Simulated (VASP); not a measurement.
# Ge in VASP: further runs, part 2 of 2

VASP 6.6.1.

## (4) Single point, LDA

This run uses another cell than the first one, of 189.94 Å³/atom, 0.968 times its volume.

Input file INCAR:

```
PREC = Accurate
ENCUT = 520
EDIFF = 1E-6
ISMEAR = 0
SIGMA = 0.1
LREAL = F
LASPH = T
NELM = 100
ALGO = Normal
ISIF = 2
LWAVE = F
LCHARG = F
LDIPOL = T
IDIPOL = 3
DIPOL = 0.5 0.5 0.500
GGA = CA
NBANDS = 21
```

Input file KPOINTS:

```
Automatic mesh
0
Gamma
  12 12 1
```

Input file POSCAR:

```
Ge
1.0
    3.9580000000      0.0000000000      0.0000000000
   -1.9790000000      3.4277285482      0.0000000000
    0.0000000000      0.0000000000     28.0000000000
Ge
2
Direct
    0.3333333333      0.6666666667      0.5000000000
    0.6666666667      0.3333333333      0.5000000000
```

Potentials or basis: VASP PAW LDA potentials, release 64 (Ge_d).

On the command line:

```
> cat potpaw_LDA.64/Ge_d/POTCAR > POTCAR
> mpirun -np 1 vasp_std > vasp.out
```

OUTCAR:

```text
PREC = Accurate
   ENCUT = 520
   EDIFF = 1E-6
   ISMEAR = 0
   LREAL = F
   LASPH = T
   NELM = 100
   ISIF = 2
   GGA = CA

 ion  position               nearest neighbor table
   1  0.333  0.667  0.500-   2 2.29   2 2.29   2 2.29
   2  0.667  0.333  0.500-   1 2.29   1 2.29   1 2.29

  LATTYP: Found a hexagonal cell.
 ALAT       =     3.9580000000
 C/A-ratio  =     7.0742799394

  Lattice vectors:

 A1 = (   3.9580000000,   0.0000000000,   0.0000000000)
 A2 = (  -1.9790000000,   3.4277285482,   0.0000000000)
 A3 = (   0.0000000000,   0.0000000000,  28.0000000000)

Analysis of symmetry for initial positions (statically):
=====================================================================
 Subroutine PRICEL returns:
 Original cell was already a primitive cell.

 Routine SETGRP: Setting up the symmetry group for a
 hexagonal supercell.

 Subroutine GETGRP returns: Found 24 space group operations
 (whereof 24 operations were pure point group operations)
 out of a pool of 24 trial point group operations.

The static configuration has the point symmetry D_6h.

[... 158 lines left out ...]

 E-fermi :  -3.5078     XC(G=0):  -1.6916

 val. band max:       -4.0615875499   @ k =   0.3333   0.2500   0.0000
 cond. band min:      -3.4600568323   @ k =   0.3333   0.3333   0.0000
 fundamental gap:      0.6015307176
 Fermi energy:        -3.5077504580

 k-point     1 :       0.0000    0.0000    0.0000
  band No.  band energies     occupation
      1     -28.9153      2.00000
      2     -28.8756      2.00000
      3     -28.8756      2.00000
      4     -28.8112      2.00000
      5     -28.8112      2.00000
      6     -28.6710      2.00000
[... 445 lines left out ...]
     20       3.7308      0.00000
     21       3.7308      0.00000

------------------------ aborting loop because EDIFF is reached ----------------------------------------

 vacuum level on the upper side and lower side of the slab       (xc-potential included)        -0.007        -0.007

  FORCE on cell =-STRESS in cart. coord.  units (eV):
  Direction    XX          YY          ZZ          XY          YZ          ZX
  --------------------------------------------------------------------------------------
  -------------------------------------------------------------------------------------
  Total        1.0389831      1.0389831     -0.0165606      0.0000000     -0.0000000      0.0000000
  in kB        4.3820650      4.3820650     -0.0698468      0.0000000     -0.0000000      0.0000000
  external PRESSURE =       2.8980944 kB  Pullay stress =       0.0000000 kB

 VOLUME and BASIS-vectors are now :
 -----------------------------------------------------------------------------
  energy-cutoff  :      520.00
  volume of cell :      379.87
      direct lattice vectors                 reciprocal lattice vectors
     3.958000000  0.000000000  0.000000000     0.252652855  0.145869194  0.000000000
    -1.979000000  3.427728548  0.000000000     0.000000000  0.291738388  0.000000000
     0.000000000  0.000000000 28.000000000     0.000000000  0.000000000  0.035714286

 POSITION                                       TOTAL-FORCE (eV/Angst)
 -----------------------------------------------------------------------------------
     -0.00000      2.28515     14.00000         0.000000      0.000000      0.000000
      1.97900      1.14258     14.00000        -0.000000      0.000000      0.000000
 -----------------------------------------------------------------------------------
    total drift:                                0.000000      0.000000     -0.000000

  FREE ENERGIE OF THE ION-ELECTRON SYSTEM (eV)
  ---------------------------------------------------
  free  energy   TOTEN  =        -8.9402387343 eV

  energy  without entropy=       -8.9389903899  energy(sigma->0) =       -8.93961456

 vacuum level on the upper side and lower side of the slab         1.129         1.129
```

OSZICAR:

```text
N       E                     dE             d eps       ncg     rms          rms(c)
DAV:   1     0.156826719502E+03    0.15683E+03   -0.14087E+04   950   0.131E+03
DAV:   2     0.821301219125E+01   -0.14861E+03   -0.14431E+03  1097   0.258E+02
DAV:   3    -0.835233309440E+01   -0.16565E+02   -0.16512E+02   999   0.110E+02
[... 12 lines left out ...]
DAV:  16    -0.894020788281E+01   -0.20044E-04   -0.45612E-07   787   0.434E-03    0.510E-04
DAV:  17    -0.894023129578E+01   -0.23413E-04   -0.12643E-06   716   0.267E-03    0.397E-04
DAV:  18    -0.894023602471E+01   -0.47289E-05   -0.95793E-08   685   0.206E-03    0.209E-04
DAV:  19    -0.894023824736E+01   -0.22227E-05   -0.33712E-08   626   0.140E-03    0.140E-04
DAV:  20    -0.894023873433E+01   -0.48697E-06   -0.33198E-09   628   0.578E-04
   1 F= -.89402387E+01 E0= -.89396146E+01  d E =-.124834E-02
```

stdout:

```text
POSCAR found type information on POSCAR Ge
 POSCAR found :  1 types and       2 ions
 scaLAPACK will be used
 LDA part: xc-table for (Slater(with rela. corr.)+CA(PZ))
 , standard interpolation
 POSCAR, INCAR and KPOINTS ok, starting setup
 FFT: planning ... GRIDC
 FFT: planning ... GRID_SOFT
 FFT: planning ... GRID
 WAVECAR not read
 entering main loop
```

It took 3.8 min on 1 thread of Intel Xeon 6975P-C, shared host; peak memory 0.4 GiB.

What came out:

```yaml
Free_energy: -8.9402 eV
Band_gap_on_the_k_mesh: zero (band 14 reaches -3.46 eV, above the bottom of band 15 at -4.10 eV)
```

Levels at points of the mesh, in eV from the Fermi level:
| k point | band 11 | band 12 | band 13 | band 14 | band 15 | band 16 | band 17 | band 18 |
| --- | --- | --- | --- | --- | --- | --- | --- | --- |
| (0.00, 0.00, 0.00) | -12.57 | -3.22 | -1.60 | -1.60 | -0.59 | 3.12 | 3.32 | 3.32 |
| (0.50, 0.00, 0.00) | -10.39 | -8.51 | -3.27 | -1.01 | 0.47 | 0.87 | 6.05 | 6.40 |

## (5) Single point, LDA

This run uses another cell than the first one, of 202.32 Å³/atom, 1.032 times its volume.

Input file INCAR:

```
SYSTEM = Ge
PREC = Accurate
ENCUT = 520
EDIFF = 1E-6
ISMEAR = 0
SIGMA = 0.1
LREAL = .FALSE.
LASPH = .TRUE.
NELM = 60
ALGO = Normal
ISIF = 2
LWAVE = .FALSE.
LCHARG = .FALSE.
LDIPOL = .TRUE.
IDIPOL = 3
DIPOL = 0.5 0.5 0.500
NBANDS = 21
```

Input file KPOINTS:

```
regular mesh
0
G
  12 12 1
  0 0 0
```

Input file POSCAR:

```
Ge
1.0
    4.0850000000      0.0000000000      0.0000000000
   -2.0425000000      3.5377137745      0.0000000000
    0.0000000000      0.0000000000     28.0000000000
Ge
2
Direct
    0.3333333333      0.6666666667      0.5000000000
    0.6666666667      0.3333333333      0.5000000000
```

On the command line:

```
> cat potpaw_LDA.64/Ge_d/POTCAR > POTCAR
> mpirun -np 1 vasp_std > vasp.out
```

Wall time 4.7 min (1 thread of AMD EPYC 7R43 (Zen 3), shared host); peak memory 0.36 GiB.

Results (log left out):

```
Free energy            : -8.9251 eV
Band gap on the k mesh : zero (band 14 reaches -3.54 eV, above the bottom of band 15 at -5.06 eV)
```

Levels at points of the mesh, in eV from the Fermi level:
```tsv
k point	band 11	band 12	band 13	band 14	band 15	band 16	band 17	band 18
(0.00, 0.00, 0.00)	-11.83	-2.63	-1.37	-1.37	-1.15	3.39	3.39	3.51
(0.50, 0.00, 0.00)	-9.85	-8.02	-2.86	-0.61	0.52	1.17	6.26	6.60
```

## (6) Single point, LDA

This run uses another cell than the first one, of 208.71 Å³/atom, 1.064 times its volume.

Input file INCAR:

```
SYSTEM = Ge
PREC = Accurate ; ENCUT = 520
EDIFF = 1E-7 ; ISMEAR = 0
SIGMA = 0.1 ; LREAL = .False.
LASPH = .True. ; NELM = 60
ALGO = Normal ; ISIF = 2
LWAVE = .False. ; LCHARG = .False.
LDIPOL = .True. ; IDIPOL = 3
DIPOL = 0.5 0.5 0.500 ; NBANDS = 21
```

Input file KPOINTS:

```
Automatic mesh
0
Gamma
  12 12 1
  0 0 0
```

Input file POSCAR:

```
Ge
1.0
    4.1490000000      0.0000000000      0.0000000000
   -2.0745000000      3.5931394003      0.0000000000
    0.0000000000      0.0000000000     28.0000000000
Ge
2
Direct
    0.3333333333      0.6666666667      0.5000000000
    0.6666666667      0.3333333333      0.5000000000
```

Potentials or basis: VASP PAW LDA potentials, release 64 (Ge_d).

On the command line:

```
> cat potpaw_LDA.64/Ge_d/POTCAR > POTCAR
> mpirun -np 1 vasp_std > vasp.out
```

Wall time 6.7 min (1 thread of AMD EPYC 7R43 (Zen 3), shared host); peak memory 0.38 GiB.

It converged, with:

| Quantity | Value |
| --- | --- |
| Free energy | -8.8703 eV |
| Band gap on the k mesh | zero (band 14 reaches -3.55 eV, above the bottom of band 15 at -5.29 eV) |

Levels at points of the mesh, in eV from the Fermi level:
```
           k point  band 11  band 12  band 13  band 14  band 15  band 16  band 17  band 18
(0.00, 0.00, 0.00)   -11.48    -2.38    -1.40    -1.25    -1.25     3.42     3.42     3.65
(0.50, 0.00, 0.00)    -9.59    -7.79    -2.66    -0.45     0.55     1.28     6.31     6.64
```

## (7) The runs side by side

| cell | gap on the mesh (eV) |
| --- | --- |
| a = 4.022, b = 4.022, c = 28.000 Å, angles 90.0, 90.0, 120.0°, 2 atoms | none |
| a = 3.895, b = 3.895, c = 28.000 Å, angles 90.0, 90.0, 120.0°, 2 atoms | none |
| a = 3.958, b = 3.958, c = 28.000 Å, angles 90.0, 90.0, 120.0°, 2 atoms | none |
| a = 4.085, b = 4.085, c = 28.000 Å, angles 90.0, 90.0, 120.0°, 2 atoms | none |
| a = 4.149, b = 4.149, c = 28.000 Å, angles 90.0, 90.0, 120.0°, 2 atoms | none |

Alike in all rows: task single point; level LDA; potentials or basis VASP PAW LDA potentials, release 64 (Ge_d); no spin polarisation; k mesh 12 × 12 × 1; cutoff (eV) 520; smearing gaussian 0.1 eV.

Total energies depend on the potentials used, so only differences within one code and one set of settings carry meaning.
